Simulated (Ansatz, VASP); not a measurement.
**ZrB2 in VASP and in Ansatz**

Contents of INCAR:

```
SYSTEM = ZrB2
PREC = Accurate ; ENCUT = 520
EDIFF = 1E-8 ; ISMEAR = -1
SIGMA = 0.03 ; LREAL = .FALSE.
LASPH = .TRUE. ; NELM = 60
ALGO = Normal ; ISIF = 2
LWAVE = .FALSE. ; LCHARG = .FALSE.
LEFG = .TRUE. ; NBANDS = 16
```

The input KPOINTS:

```
regular mesh
0
G
  13 13 10
  0 0 0
```

The input POSCAR:

```
ZrB2
1.0
    3.2066493363      0.0000000000      0.0000000000
   -1.6033246682      2.7770397863      0.0000000000
    0.0000000000      0.0000000000      3.5663211014
Zr B
1 2
Direct
    0.0000000000      0.0000000000      0.0000000000
    0.3333333333      0.6666666667      0.5000000000
    0.6666666667      0.3333333333      0.5000000000
```

Input for Ansatz:

```yaml
crystal:
  lattice:
    - [3.2066493363, 0.0, 0.0]
    - [-1.6033246682, 2.7770397863, 0.0]
    - [0.0, 0.0, 3.5663211014]
  atoms:
    - { symbol: Zr, position: [0.0, 0.0, 0.0] }
    - { symbol: B, position: [0.3333333333, 0.6666666667, 0.5] }
    - { symbol: B, position: [0.6666666667, 0.3333333333, 0.5] }
kpoints:
  mp_grid: { grid: [13, 13, 10] }
scf:
  occupations: { method: fermi_dirac, width: 0.03 }
hamiltonian:
  xc: lda
  pseudopotentials: { kind: all_electron, datasets: crystal }
output:
  forces: true
  stress: true
  eigenvalues: true
  efg: { contact_densities: true }
```

Change from the starting cell: volume scaled by 1.04, crystal datasets.

Alike in both runs: task electric field gradients; functional LDA; k mesh 13 × 13 × 10; occupations fermi-dirac, width 0.03 eV; no spin polarisation.

```csv
,VASP,Ansatz
version,VASP 6.6.1,Ansatz 0.2.0
potentials or method,"VASP PAW LDA potentials, release 64 (Zr_sv, B), cutoff 520 eV","all-electron PAW with datasets made for the crystal, scalar-relativistic"
```

|  | VASP | Ansatz | Ansatz less VASP |
| --- | --- | --- | --- |
| pressure (GPa) | -15.3 | -15.7 | -0.40 |
| traceless stress, the component that is largest in VASP (GPa) | 1.32 | 1.33 | +0.009 |
| size of Vzz on the site where it differs most (V/Å²) | 44.0 | 46.8 | +2.85 |

LDA's correlation is that of Perdew and Zunger in VASP and of Perdew and Wang (1992) in Ansatz. Ansatz ran all-electron here, and VASP with PAW potentials.
